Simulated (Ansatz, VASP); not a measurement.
# BaF2: VASP beside Ansatz

```
CELL_PARAMETERS angstrom
0.00000 3.10005 3.10005
3.10005 0.00000 3.10005
3.10005 3.10005 0.00000
ATOMIC_POSITIONS crystal
Ba 0.00000 0.00000 0.00000
F 0.25000 0.25000 0.25000
F 0.75000 0.75000 0.75000
```

Alike in both runs: task relaxation of cell and atoms; functional PBE; k mesh 5 × 5 × 5; no spin polarisation.

```csv
,VASP,Ansatz
version,VASP 6.6.1,Ansatz 0.2.0
potentials or method,"VASP PAW PBE potentials, release 64 (Ba_sv, F), cutoff 600 eV","plane waves, PAW"
occupations,"gaussian, width 0.01 eV",fixed
valence electrons in the cell,24,24
```

Ansatz gave:

* relaxed volume (Å³/atom): 20.31
* relaxed cell length with the largest relative difference (Å): 4.417

Question: Estimate VASP's values.

Answer: Relaxed volume (Å³/atom): 20.65; relaxed cell length with the largest relative difference (Å): 4.441.

Spin-orbit coupling is off throughout.
